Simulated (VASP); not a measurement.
# AlNi (Pm-3m) in VASP: density of states with PBE

Aim: the density of states of AlNi with PBE.

Everything below comes from runs of VASP 6.6.1. Logs are shortened: lines on timing, memory, paths and dates and some standing lists are left out, and cuts for length are marked.

## Step 1: The cell of the first run

Symmetry: Pm-3m, No. 221, cubic system. The conventional cell has a = 2.881 Å, b = 2.881 Å, c = 2.881 Å, α = 90.00°, β = 90.00°, γ = 90.00°. Al (site symmetry m-3m) has 8 Ni at 2.50 Å and 6 Al at 2.88 Å within 3.3 Å. Ni (site symmetry m-3m) has 8 Al at 2.50 Å and 6 Ni at 2.88 Å within 3.3 Å.

## Step 2: Density of states, PBE, collinear spin, zero start

POSCAR

```
AlNi
1.0
    2.8810000000      0.0000000000      0.0000000000
    0.0000000000      2.8810000000      0.0000000000
    0.0000000000      0.0000000000      2.8810000000
Al Ni
1 1
Direct
    0.0000000000      0.0000000000      0.0000000000
    0.5000000000      0.5000000000      0.5000000000
```

INCAR.step1

```
SYSTEM = AlNi
ALGO = Normal
EDIFF = 1E-6
ENCUT = 520
GGA = PE
ISIF = 2
ISMEAR = 0
ISPIN = 2
LASPH = .TRUE.
LCHARG = .TRUE.
LMAXMIX = 4
LREAL = .FALSE.
LWAVE = .FALSE.
MAGMOM = 0 0
NBANDS = 18
NELM = 150
PREC = Accurate
SIGMA = 0.05
```

KPOINTS.step1

```
k-points
0
G
  12 12 12
  0 0 0
```

INCAR.step2

```
SYSTEM = AlNi
ALGO = Normal
EDIFF = 1E-6
ENCUT = 520
GGA = PE
ICHARG = 11
ISIF = 2
ISMEAR = -5
ISPIN = 2
LASPH = .TRUE.
LCHARG = .FALSE.
LMAXMIX = 4
LORBIT = 10
LREAL = .FALSE.
LWAVE = .FALSE.
MAGMOM = 0 0
NEDOS = 1001
NELM = 150
PREC = Accurate
SIGMA = 0.05
```

KPOINTS.step2

```
k-points
0
G
  18 18 18
  0 0 0
```

Potentials or basis: VASP PAW PBE potentials, release 64 (Al, Ni).

Launch:

```sh
$ cat potpaw_PBE.64/Al/POTCAR potpaw_PBE.64/Ni/POTCAR > POTCAR
$ cp INCAR.step1 INCAR
$ cp KPOINTS.step1 KPOINTS
$ mpirun -np 1 vasp_std > vasp.out
$ cp INCAR.step2 INCAR
$ cp KPOINTS.step2 KPOINTS
$ mpirun -np 1 vasp_std > vasp.out
```

OUTCAR:

```text
SYSTEM = AlNi
   EDIFF = 1E-6
   ENCUT = 520
   GGA = PE
   ICHARG = 11
   ISIF = 2
   ISMEAR = -5
   ISPIN = 2
   LASPH = .TRUE.
   LORBIT = 10
   LREAL = .FALSE.
   NELM = 150
   PREC = Accurate

 ion  position               nearest neighbor table
   1  0.000  0.000  0.000-   2 2.50   2 2.50   2 2.50   2 2.50   2 2.50   2 2.50   2 2.50   2 2.50

   2  0.500  0.500  0.500-   1 2.50   1 2.50   1 2.50   1 2.50   1 2.50   1 2.50   1 2.50   1 2.50

  LATTYP: Found a simple cubic cell.
 ALAT       =     2.8810000000

  Lattice vectors:

 A1 = (   2.8810000000,   0.0000000000,   0.0000000000)
 A2 = (   0.0000000000,   2.8810000000,   0.0000000000)
 A3 = (   0.0000000000,   0.0000000000,   2.8810000000)

Analysis of symmetry for initial positions (statically):
=====================================================================
 Subroutine PRICEL returns:
 Original cell was already a primitive cell.

 Routine SETGRP: Setting up the symmetry group for a
 simple cubic supercell.

 Subroutine GETGRP returns: Found 48 space group operations
 (whereof 48 operations were pure point group operations)
 out of a pool of 48 trial point group operations.

The static configuration has the point symmetry O_h .

Analysis of symmetry for dynamics (positions and initial velocities):
=====================================================================
 Subroutine PRICEL returns:
 Original cell was already a primitive cell.

 Routine SETGRP: Setting up the symmetry group for a
 simple cubic supercell.

 Subroutine GETGRP returns: Found 48 space group operations
 (whereof 48 operations were pure point group operations)
 out of a pool of 48 trial point group operations.

The dynamic configuration has the point symmetry O_h .

Analysis of structural, dynamic, and magnetic symmetry:
=====================================================================
 Subroutine PRICEL returns:
 Original cell was already a primitive cell.

 Routine SETGRP: Setting up the symmetry group for a
 simple cubic supercell.

 Subroutine GETGRP returns: Found 48 space group operations
 (whereof 48 operations were pure point group operations)
 out of a pool of 48 trial point group operations.

The overall configuration has the point symmetry O_h .

 Subroutine INISYM returns: Found 48 space group operations
 (whereof 48 operations are pure point group operations),
 and found     1 'primitive' translations

----------------------------------------------------------------------------------------

                                     Primitive cell

  volume of cell :      23.9128

  direct lattice vectors                    reciprocal lattice vectors
     2.881000000  0.000000000  0.000000000     0.347101701  0.000000000  0.000000000
     0.000000000  2.881000000  0.000000000     0.000000000  0.347101701  0.000000000
     0.000000000  0.000000000  2.881000000     0.000000000  0.000000000  0.347101701

  length of vectors
     2.881000000  2.881000000  2.881000000     0.347101701  0.347101701  0.347101701

  position of ions in fractional coordinates (direct lattice)
     0.000000000  0.000000000  0.000000000
     0.500000000  0.500000000  0.500000000

  ion indices of the primitive-cell ions
   primitive index   ion index
                 1           1
                 2           2

----------------------------------------------------------------------------------------

 KPOINTS: k-points

Automatic generation of k-mesh.
 Grid dimensions read from file:
 generate k-points for:   18   18   18

 Generating k-lattice:

  Cartesian coordinates                     Fractional coordinates (reciprocal lattice)
     0.019283428  0.000000000  0.000000000     0.055555556  0.000000000  0.000000000
     0.000000000  0.019283428  0.000000000     0.000000000  0.055555556  0.000000000
     0.000000000  0.000000000  0.019283428     0.000000000  0.000000000  0.055555556

  Length of vectors
     0.019283428  0.019283428  0.019283428

  Shift w.r.t. Gamma in fractional coordinates (k-lattice)
     0.000000000  0.000000000  0.000000000

 TETIRR: Found   2900 inequivalent tetrahedra from    34992

 Subroutine IBZKPT returns following result:
 ===========================================

 Found    220 irreducible k-points:

 Following reciprocal coordinates:
            Coordinates               Weight
  0.000000  0.000000  0.000000      1.000000
  0.055556  0.000000  0.000000      6.000000
  0.111111  0.000000  0.000000      6.000000
  0.166667  0.000000  0.000000      6.000000
  0.222222  0.000000  0.000000      6.000000
  0.277778  0.000000  0.000000      6.000000
[... 16 lines left out ...]
  0.277778  0.111111  0.000000     24.000000
  0.333333  0.111111  0.000000     24.000000
 [... further k-points ...]
   k-points           NKPTS =    220   k-points in BZ     NKDIM =    220   number of bands    NBANDS=     10
   number of dos      NEDOS =   1001   number of ions     NIONS =      2
   total plane-waves  NPLWV =  13824
   dimension x,y,z NGX =    24 NGY =   24 NGZ =   24
   dimension x,y,z NGXF=    48 NGYF=   48 NGZF=   48
   ions per type =               1   1
   NGX,Y,Z   is equivalent  to a cutoff of  13.85, 13.85, 13.85 a.u.
   NGXF,Y,Z  is equivalent  to a cutoff of  27.70, 27.70, 27.70 a.u.
 SYSTEM =  AlNi
   PREC   = accura    normal or accurate (medium, high low for compatibility)
   ISTART =      0    job   : 0-new  1-cont  2-samecut
   ICHARG =     11    charge: 1-file 2-atom 10-const
   ISPIN  =      2    spin polarized calculation?
   LNONCOLLINEAR =      F non collinear calculations
   LSORBIT =      F    spin-orbit coupling
   LASPH  =      T    aspherical Exc in radial PAW
   ENCUT  =  520.0 eV  38.22 Ry    6.18 a.u.   5.36  5.36  5.36*2*pi/ulx,y,z
   NELM   =    150;   NELMIN=  2; NELMDL=  0     # of ELM steps
   EDIFF  = 0.1E-05   stopping-criterion for ELM
   LREAL  =      F    real-space projection
   EDIFFG = 0.1E-04   stopping-criterion for IOM
   NSW    =      0    number of steps for IOM
   IBRION =     -1    ionic relax: 0-MD 1-quasi-New 2-CG
   NFREE  =      0    steps in history (QN), initial steepest desc. (CG)
   ISIF   =      2    stress and relaxation
   ISYM   =      2    0-nonsym 1-usesym 2-fastsym
   POTIM  = 0.5000    time-step for ionic-motion
   TEBEG  =    0.0;   TEEND  =   0.0 temperature during run
   PSTRESS=    0.0 pullay stress
   NELECT =      13.0000    total number of electrons
   NUPDOWN=      -1.0000    fix difference up-down
   EMIN   =  10.00;   EMAX   =-10.00  energy-range for DOS
   EFERMI =   0.00;   METHOD = LEGACY
   ISMEAR =    -5;   SIGMA  =   0.05  broadening in eV -4-tet -1-fermi 0-gaus
   EFERMI_NEDOS =   21; number of points for ismear=-14 and -15
   IALGO  =     38    algorithm
   IMIX   =      4    mixing-type and parameters
     AMIX     =   0.40;   BMIX     =  1.00
     AMIX_MAG =   1.60;   BMIX_MAG =  1.00
  volume/ion in A,a.u.               =      11.96        80.69
  Fermi-wavevector in a.u.,A,eV,Ry     =   1.336122  2.524904 24.289410  1.785221
  Thomas-Fermi vector in A             =   2.464773
   LORBIT       =     10    0 simple, 1 ext, 2 COOP (PROOUT), +10 PAW based schemes
   GGA     = PE    functional components
   LHFCALC =     F    Hartree Fock is set to
   AEXX    =    0.0000 exact exchange contribution
   IVDW    =     0    specifies the selected vdW correction
   LEPSILON=     F    determine dielectric tensor
   LRPA    =     F    only Hartree local field effects (RPA)
 spin polarized calculation
 Fermi weights with tetrahedron method with Bloechl corrections
  energy-cutoff  :      520.00
  volume of cell :       23.91
 maximum number of plane-waves:       659
 NGX is ok and might be reduce to    24

 number of electron      13.0000015 magnetization      -0.0000021

 Free energy of the ion-electron system (eV)
  ---------------------------------------------------
  ext. energy  EPLUGINS =         0.00000000
  ---------------------------------------------------
  free energy    TOTEN  =       -10.53658156 eV

  energy without entropy =      -10.53658156  energy(sigma->0) =      -10.53658156

 E-fermi :  10.0298     XC(G=0): -12.0481

 val. band max:       10.0372228493   @ k =   0.3333   0.3333   0.0556
 cond. band min:      10.0458828342   @ k =   0.3889   0.2778   0.1667
 fundamental gap:      0.0086599849
 Fermi energy:        10.0297927098

 spin component 1

 k-point     1 :       0.0000    0.0000    0.0000
  band No.  band energies     occupation
      1      -1.1118      1.00000
      2       6.8019      1.00000
      3       6.8019      1.00000
      4       8.4870      1.00000
      5       8.4870      1.00000
      6       8.4870      1.00000
      7      15.5256      0.00000
      8      15.5256      0.00000
      9      15.5256      0.00000
     10      18.1510      0.00000
[... 287 lines left out ...]
 k-point    24 :       0.3333    0.1111    0.0000
  band No.  band energies     occupation
      1       1.0918      1.00000
      2       5.7685      1.00000
      3       7.1655      1.00000
      4       7.8580      1.00000
      5       7.9570      1.00000
      6       8.4707      1.00000
      7       9.9683      0.62931
      8      15.6873      0.00000
      9      18.1794      0.00000
     10      19.2337      0.00000

 [... further k-points ...]

 spin component 2

 k-point     1 :       0.0000    0.0000    0.0000
  band No.  band energies     occupation
      1      -1.1118      1.00000
      2       6.8018      1.00000
      3       6.8018      1.00000
      4       8.4870      1.00000
      5       8.4870      1.00000
      6       8.4870      1.00000
      7      15.5256      0.00000
      8      15.5256      0.00000
      9      15.5256      0.00000
     10      18.1510      0.00000
[... 287 lines left out ...]
 k-point    24 :       0.3333    0.1111    0.0000
  band No.  band energies     occupation
      1       1.0918      1.00000
      2       5.7685      1.00000
      3       7.1655      1.00000
      4       7.8580      1.00000
      5       7.9570      1.00000
      6       8.4707      1.00000
      7       9.9683      0.62931
      8      15.6873      0.00000
      9      18.1794      0.00000
     10      19.2337      0.00000

 [... further k-points ...]
[... 5 lines left out ...]
  --------------------------------------------------------------------------------------
  -------------------------------------------------------------------------------------
  Total        0.3057132      0.3057132      0.3057132     -0.0000000     -0.0000000      0.0000000
  in kB       20.4830689     20.4830689     20.4830689     -0.0000000     -0.0000000      0.0000000
  external PRESSURE =      20.4830689 kB  Pullay stress =       0.0000000 kB

 VOLUME and BASIS-vectors are now :
 -----------------------------------------------------------------------------
  energy-cutoff  :      520.00
  volume of cell :       23.91
      direct lattice vectors                 reciprocal lattice vectors
     2.881000000  0.000000000  0.000000000     0.347101701  0.000000000  0.000000000
     0.000000000  2.881000000  0.000000000     0.000000000  0.347101701  0.000000000
     0.000000000  0.000000000  2.881000000     0.000000000  0.000000000  0.347101701

 POSITION                                       TOTAL-FORCE (eV/Angst)
 -----------------------------------------------------------------------------------
      0.00000      0.00000      0.00000         0.000000      0.000000      0.000000
      1.44050      1.44050      1.44050         0.000000      0.000000      0.000000
 -----------------------------------------------------------------------------------
    total drift:                                0.000000      0.000000     -0.000000

  FREE ENERGIE OF THE ION-ELECTRON SYSTEM (eV)
  ---------------------------------------------------
  free  energy   TOTEN  =       -10.5365815612 eV

  energy  without entropy=      -10.5365815612  energy(sigma->0) =      -10.53658156

 total charge

# of ion       s       p       d       tot
------------------------------------------
    1        0.384   0.414   0.000   0.798
    2        0.475   0.515   8.475   9.465
--------------------------------------------------
tot          0.859   0.929   8.475  10.263

 magnetization (x)

# of ion       s       p       d       tot
------------------------------------------
    1        0.000   0.000   0.000   0.000
    2        0.000  -0.000  -0.000  -0.000
--------------------------------------------------
tot          0.000   0.000  -0.000   0.000
```

Run time: 47 s. Hardware: 1 thread of Intel Xeon Platinum 8375C at 2.90GHz (Ice Lake), shared host; peak memory 0.21 GiB.

Results:

- Net moment: 0.00 μB per cell
- Valence electrons inside the program's atomic spheres: Al 0.80; Ni 9.46

Levels at points of the mesh, in eV from the Fermi level:
Spin up:
| k point | band 5 | band 6 | band 7 | band 8 | band 9 | band 10 |
| --- | --- | --- | --- | --- | --- | --- |
| (0.00, 0.00, 0.00) | -1.54 | -1.54 | 5.50 | 5.50 | 5.50 | 8.12 |
| (0.50, 0.00, 0.00) | -2.25 | -1.45 | -0.65 | 8.28 | 10.02 | 10.02 |
| (0.50, 0.50, 0.00) | -2.07 | -2.07 | -1.01 | 1.48 | 2.46 | 12.27 |
| (0.50, 0.50, 0.50) | -0.99 | 2.00 | 2.00 | 2.00 | 3.69 | 4.44 |
Spin down:
| k point | band 4 | band 5 | band 6 | band 7 | band 8 | band 9 | band 10 |
| --- | --- | --- | --- | --- | --- | --- | --- |
| (0.00, 0.00, 0.00) | -1.54 | -1.54 | -1.54 | 5.50 | 5.50 | 5.50 | 8.12 |
| (0.50, 0.00, 0.00) | -2.25 | -2.25 | -1.45 | -0.65 | 8.28 | 10.02 | 10.02 |
| (0.50, 0.50, 0.00) | -2.89 | -2.07 | -2.07 | -1.01 | 1.48 | 2.46 | 12.27 |
| (0.50, 0.50, 0.50) | -0.99 | -0.99 | 2.00 | 2.00 | 2.00 | 3.69 | 4.44 |

Caveat: tetrahedron occupations give inexact forces and stress in metals.
